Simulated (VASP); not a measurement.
# ScAlC2N2 (P-1) in VASP: single point with PBE

Aim: the single point of ScAlC2N2 with PBE.

Program: VASP 6.6.1. These are calculated values, not measurements. Logs are shortened: lines on timing, memory, paths and dates and some standing lists are left out, and cuts for length are marked.

**1. The cell of the first run**

The typed cell holds 6 atoms: a = 3.710 Å, b = 4.136 Å, c = 7.544 Å, α = 75.29°, β = 77.83°, γ = 78.23°.

**2. Single point, PBE, collinear spin, ferromagnetic start**

INCAR

```
PREC = Accurate
ENCUT = 520
EDIFF = 1E-6
ISMEAR = 0
SIGMA = 0.1
LREAL = False
LASPH = True
NELM = 150
ALGO = Normal
ISIF = 2
LWAVE = False
LCHARG = False
ISPIN = 2
MAGMOM = 0 0 1 1 1 1
LORBIT = 11
LMAXMIX = 4
GGA = PE
NBANDS = 29
```

KPOINTS

```
regular mesh
0
Gamma
  6 4 4
```

POSCAR

```
ScAlC2N2
1.0
    3.7103492000      0.0000000000      0.0000000000
    0.8434648800      4.0493219900      0.0000000000
    1.5910794700      1.6256254900      7.1933531200
Sc Al C N
1 1 2 2
Direct
    0.5000000000      0.0000000000      0.5000000000
    0.0000000000      0.0000000000      0.0000000000
    0.8184898400      0.3630203300      0.8184898400
    0.1815101600      0.6369796700      0.1815101600
    0.7052274900      0.5895450100      0.7052274900
    0.2947725100      0.4104549900      0.2947725100
```

Potentials or basis: VASP PAW PBE potentials, release 64 (Sc_sv, Al, C, N).

Command:

```
cat potpaw_PBE.64/Sc_sv/POTCAR potpaw_PBE.64/Al/POTCAR potpaw_PBE.64/C/POTCAR potpaw_PBE.64/N/POTCAR > POTCAR
mpirun -np 1 vasp_std > vasp.out
```

OUTCAR:

```text
PREC = Accurate
   ENCUT = 520
   EDIFF = 1E-6
   ISMEAR = 0
   LREAL = False
   LASPH = True
   NELM = 150
   ISIF = 2
   ISPIN = 2
   LORBIT = 11
   GGA = PE

 ion  position               nearest neighbor table
   1  0.500  0.000  0.500-   5 2.12   6 2.12
   2  0.000  0.000  0.000-   3 1.87   4 1.87
   3  0.818  0.363  0.818-   5 1.17   2 1.87
   4  0.182  0.637  0.182-   6 1.17   2 1.87
   5  0.705  0.590  0.705-   3 1.17   1 2.12
   6  0.295  0.410  0.295-   4 1.17   1 2.12

  LATTYP: Found a triclinic cell.
 ALAT       =     4.1362351943
 B/A-ratio  =     1.4732688051
 C/A-ratio  =     2.5219202869
 COS(alpha) =     0.0043053171
 COS(beta)  =     0.4351269877
 COS(gamma) =     0.8029249443

  Lattice vectors:

 A1 = (  -0.8434648800,  -4.0493219900,   0.0000000000)
 A2 = (  -4.5538140800,  -4.0493219900,   0.0000000000)
 A3 = (   4.9861540500,  -5.6749474800,  -7.1933531200)

Analysis of symmetry for initial positions (statically):
=====================================================================
 Subroutine PRICEL returns:
 Original cell was already a primitive cell.

 Routine SETGRP: Setting up the symmetry group for a
 triclinic supercell.

 Subroutine GETGRP returns: Found  2 space group operations
 (whereof  2 operations were pure point group operations)
 out of a pool of  2 trial point group operations.

The static configuration has the point symmetry S_2 .

Analysis of symmetry for dynamics (positions and initial velocities):
=====================================================================
 Subroutine PRICEL returns:
 Original cell was already a primitive cell.

 Routine SETGRP: Setting up the symmetry group for a
 triclinic supercell.

 Subroutine GETGRP returns: Found  2 space group operations
 (whereof  2 operations were pure point group operations)
 out of a pool of  2 trial point group operations.

The dynamic configuration has the point symmetry S_2 .

Analysis of structural, dynamic, and magnetic symmetry:
=====================================================================
 Subroutine PRICEL returns:
 Original cell was already a primitive cell.

 Routine SETGRP: Setting up the symmetry group for a
 triclinic supercell.

 Subroutine GETGRP returns: Found  2 space group operations
 (whereof  2 operations were pure point group operations)
 out of a pool of  2 trial point group operations.

The overall configuration has the point symmetry S_2 .

 Subroutine INISYM returns: Found  2 space group operations
 (whereof  2 operations are pure point group operations),
 and found     1 'primitive' translations

----------------------------------------------------------------------------------------

                                     Primitive cell

  volume of cell :     108.0758

  direct lattice vectors                    reciprocal lattice vectors
     3.710349200  0.000000000  0.000000000     0.269516411 -0.056139677 -0.046926646
     0.843464880  4.049321990  0.000000000     0.000000000  0.246954923 -0.055809330
     1.591079470  1.625625490  7.193353120     0.000000000  0.000000000  0.139017227

  length of vectors
     3.710349200  4.136235194  7.544436442     0.279272035  0.253182573  0.139017227

  position of ions in fractional coordinates (direct lattice)
     0.500000000  0.000000000  0.500000000
     0.000000000  0.000000000  0.000000000
     0.818489840  0.363020330  0.818489840
     0.181510160  0.636979670  0.181510160
     0.705227490  0.589545010  0.705227490
     0.294772510  0.410454990  0.294772510

  ion indices of the primitive-cell ions
   primitive index   ion index
                 1           1
                 2           2
                 3           3
                 4           4
                 5           5
                 6           6

----------------------------------------------------------------------------------------

 KPOINTS: regular mesh

[... 28 lines left out ...]
  0.000000  0.250000 -0.000000      2.000000
  0.166667  0.250000 -0.000000      2.000000
[... 16 lines left out ...]
  0.333333  0.250000  0.250000      2.000000
  0.500000  0.250000  0.250000      2.000000
 [... further k-points ...]
   k-points           NKPTS =     52   k-points in BZ     NKDIM =     52   number of bands    NBANDS=     29
   number of dos      NEDOS =    301   number of ions     NIONS =      6
   total plane-waves  NPLWV =  50176
   dimension x,y,z NGX =    28 NGY =   32 NGZ =   56
   dimension x,y,z NGXF=    56 NGYF=   64 NGZF=  112
   ions per type =               1   1   2   2
   NGX,Y,Z   is equivalent  to a cutoff of  12.55, 12.86, 12.34 a.u.
   NGXF,Y,Z  is equivalent  to a cutoff of  25.09, 25.72, 24.68 a.u.
 SYSTEM =  unknown system
   PREC   = accura    normal or accurate (medium, high low for compatibility)
   ISTART =      0    job   : 0-new  1-cont  2-samecut
   ICHARG =      2    charge: 1-file 2-atom 10-const
   ISPIN  =      2    spin polarized calculation?
   LNONCOLLINEAR =      F non collinear calculations
   LSORBIT =      F    spin-orbit coupling
   LASPH  =      T    aspherical Exc in radial PAW
   ENCUT  =  520.0 eV  38.22 Ry    6.18 a.u.   6.90  7.69 14.03*2*pi/ulx,y,z
   NELM   =    150;   NELMIN=  2; NELMDL= -5     # of ELM steps
   EDIFF  = 0.1E-05   stopping-criterion for ELM
   LREAL  =      F    real-space projection
   EDIFFG = 0.1E-04   stopping-criterion for IOM
   NSW    =      0    number of steps for IOM
   IBRION =     -1    ionic relax: 0-MD 1-quasi-New 2-CG
   NFREE  =      0    steps in history (QN), initial steepest desc. (CG)
   ISIF   =      2    stress and relaxation
   ISYM   =      2    0-nonsym 1-usesym 2-fastsym
   POTIM  = 0.5000    time-step for ionic-motion
   TEBEG  =    0.0;   TEEND  =   0.0 temperature during run
   PSTRESS=    0.0 pullay stress
   NELECT =      32.0000    total number of electrons
   NUPDOWN=      -1.0000    fix difference up-down
   EMIN   =  10.00;   EMAX   =-10.00  energy-range for DOS
   EFERMI =   0.00;   METHOD = LEGACY
   ISMEAR =     0;   SIGMA  =   0.10  broadening in eV -4-tet -1-fermi 0-gaus
   EFERMI_NEDOS =   21; number of points for ismear=-14 and -15
   IALGO  =     38    algorithm
   IMIX   =      4    mixing-type and parameters
     AMIX     =   0.40;   BMIX     =  1.00
     AMIX_MAG =   1.60;   BMIX_MAG =  1.00
  volume/ion in A,a.u.               =      18.01       121.56
  Fermi-wavevector in a.u.,A,eV,Ry     =   1.091144  2.061963 16.199026  1.190595
  Thomas-Fermi vector in A             =   2.227383
   LORBIT       =     11    0 simple, 1 ext, 2 COOP (PROOUT), +10 PAW based schemes
   GGA     = PE    functional components
   LHFCALC =     F    Hartree Fock is set to
   AEXX    =    0.0000 exact exchange contribution
   IVDW    =     0    specifies the selected vdW correction
   LEPSILON=     F    determine dielectric tensor
   LRPA    =     F    only Hartree local field effects (RPA)
 spin polarized calculation
 Gauss-broadening in eV      SIGMA  =   0.10
  energy-cutoff  :      520.00
  volume of cell :      108.08
 maximum number of plane-waves:      2928
   NGX = 13   NGY = 15   NGZ = 27

 number of electron      31.9999996 magnetization       0.0005921

 number of electron      31.9999996 magnetization      -0.0003751

 Free energy of the ion-electron system (eV)
  ---------------------------------------------------
  ext. energy  EPLUGINS =         0.00000000
  ---------------------------------------------------
  free energy    TOTEN  =       -41.42694004 eV

  energy without entropy =      -41.40889480  energy(sigma->0) =      -41.41791742

 E-fermi :   3.0334     XC(G=0):  -8.6241

 val. band max:        3.0254627800   @ k =   0.0000   0.0000   0.2500
 cond. band min:       3.0342110801   @ k =   0.1667  -0.2500   0.2500
 fundamental gap:      0.0087483001
 Fermi energy:         3.0333552106

 spin component 1

 k-point     1 :       0.0000    0.0000    0.0000
  band No.  band energies     occupation
      1     -47.4907      1.00000
      2     -26.3394      1.00000
      3     -26.1584      1.00000
      4     -25.8916      1.00000
      5     -16.4895      1.00000
      6     -16.3466      1.00000
[... 733 lines left out ...]
     27       9.0308      0.00000
     28       9.1023      0.00000

 [... further k-points ...]

 spin component 2

 k-point     1 :       0.0000    0.0000    0.0000
  band No.  band energies     occupation
      1     -47.4897      1.00000
      2     -26.3387      1.00000
      3     -26.1571      1.00000
      4     -25.8907      1.00000
      5     -16.4898      1.00000
      6     -16.3469      1.00000
[... 733 lines left out ...]
     27       9.0306      0.00000
     28       9.1020      0.00000

 [... further k-points ...]

 [bands above 28 left out]

------------------------ aborting loop because EDIFF is reached ----------------------------------------

  FORCE on cell =-STRESS in cart. coord.  units (eV):
  Direction    XX          YY          ZZ          XY          YZ          ZX
  --------------------------------------------------------------------------------------
  -------------------------------------------------------------------------------------
  Total       -2.8058238      3.4309102      1.2966566     -2.1042746     -4.8453447      2.4139015
  in kB      -41.5951308     50.8617688     19.2223770    -31.1949659    -71.8301523     35.7850513
  external PRESSURE =       9.4963384 kB  Pullay stress =       0.0000000 kB

 VOLUME and BASIS-vectors are now :
 -----------------------------------------------------------------------------
  energy-cutoff  :      520.00
  volume of cell :      108.08
      direct lattice vectors                 reciprocal lattice vectors
     3.710349200  0.000000000  0.000000000     0.269516411 -0.056139677 -0.046926646
     0.843464880  4.049321990  0.000000000     0.000000000  0.246954923 -0.055809330
     1.591079470  1.625625490  7.193353120     0.000000000  0.000000000  0.139017227

 POSITION                                       TOTAL-FORCE (eV/Angst)
 -----------------------------------------------------------------------------------
      2.65071      0.81281      3.59668         0.000000      0.000000      0.000000
      0.00000      0.00000      0.00000         0.000000      0.000000      0.000000
      4.64536      2.80054      5.88769         1.695356     -3.031913      3.003320
      1.49953      2.87440      1.30567        -1.695356      3.031913     -3.003320
      4.23597      3.53369      5.07295        -1.652056      2.780180     -3.406023
      1.90892      2.14125      2.12040         1.652056     -2.780180      3.406023
 -----------------------------------------------------------------------------------
    total drift:                                0.000000      0.000000      0.000000

  FREE ENERGIE OF THE ION-ELECTRON SYSTEM (eV)
  ---------------------------------------------------
  free  energy   TOTEN  =       -41.4269400400 eV

  energy  without entropy=      -41.4088948033  energy(sigma->0) =      -41.41791742

 total charge

# of ion       s       p       d       tot
------------------------------------------
    1        2.172   6.090   1.057   9.319
    2        0.346   0.435   0.000   0.781
    3        0.936   1.689   0.000   2.624
    4        0.936   1.689   0.000   2.624
    5        1.306   2.601   0.000   3.907
    6        1.306   2.601   0.000   3.907
--------------------------------------------------
tot          7.001  15.104   1.057  23.162

 magnetization (x)

# of ion       s       p       d       tot
------------------------------------------
    1        0.000   0.000   0.001   0.001
    2       -0.000  -0.000   0.000  -0.000
    3        0.000   0.000   0.000   0.000
    4        0.000   0.000   0.000   0.000
    5       -0.000  -0.000   0.000  -0.000
    6       -0.000  -0.000   0.000  -0.000
--------------------------------------------------
tot          0.000  -0.001   0.001   0.000
```

Run time: 10 min. Hardware: 1 thread of Intel Xeon Platinum 8375C at 2.90GHz (Ice Lake), shared host; peak memory 0.42 GiB.

What came out:

| Item | Value |
| --- | --- |
| Free energy | -41.4269 eV |
| Pressure | 0.9 GPa |
| Largest force | 4.697 eV/Å |
| Band gap on the k mesh | zero (filled and empty bands overlap) |
| Net moment | 0.00 μB per cell |
| Valence electrons inside the program's atomic spheres | Sc 9.32; Al 0.78; C 2.62; N 3.91 |

Forces in eV/Å, atoms in the order of the input:
```
Sc   0.000  0.000  0.000
Al   0.000  0.000  0.000
C    1.695 -3.032  3.003
C   -1.695  3.032 -3.003
N   -1.652  2.780 -3.406
N    1.652 -2.780  3.406
```

Stress tensor (GPa, compression positive):
```
-4.16 -3.12  3.58
-3.12  5.09 -7.18
 3.58 -7.18  1.92
```

Levels at points of the mesh, in eV from the Fermi level:
Spin up:
```tsv
k point	band 14	band 15	band 16	band 17	band 18	band 19
(0.00, 0.00, 0.00)	-5.07	-0.71	-0.50	-0.25	0.18	1.02
(0.50, 0.00, 0.00)	-5.48	-1.01	-0.02	0.46	0.49	1.17
(0.00, 0.50, 0.00)	-5.18	-0.54	0.00	0.24	0.91	1.20
(0.50, 0.50, 0.00)	-5.71	-1.42	-0.43	0.38	0.79	1.26
(0.00, 0.00, 0.50)	-5.17	-1.21	-0.31	0.15	0.78	1.15
(0.50, 0.00, 0.50)	-5.39	-0.79	-0.47	0.44	0.56	1.04
(0.00, 0.50, 0.50)	-5.22	-0.43	-0.02	0.39	0.54	1.20
(0.50, 0.50, 0.50)	-5.34	-1.10	-0.43	-0.28	0.63	1.04
```
Spin down:
```csv
k point,band 14,band 15,band 16,band 17,band 18,band 19
"(0.00, 0.00, 0.00)",-5.07,-0.71,-0.50,-0.25,0.18,1.02
"(0.50, 0.00, 0.00)",-5.48,-1.01,-0.02,0.47,0.49,1.18
"(0.00, 0.50, 0.00)",-5.18,-0.53,0.00,0.24,0.91,1.20
"(0.50, 0.50, 0.00)",-5.71,-1.42,-0.44,0.38,0.79,1.26
"(0.00, 0.00, 0.50)",-5.17,-1.21,-0.30,0.15,0.78,1.15
"(0.50, 0.00, 0.50)",-5.39,-0.79,-0.47,0.45,0.56,1.03
"(0.00, 0.50, 0.50)",-5.22,-0.42,-0.02,0.38,0.54,1.20
"(0.50, 0.50, 0.50)",-5.34,-1.10,-0.43,-0.28,0.63,1.04
```

Caveat: the k points lie up to 0.40 Å⁻¹ apart; forces of over 1 eV/Å act on the atoms, so gaps and moduli don't describe the material at rest.
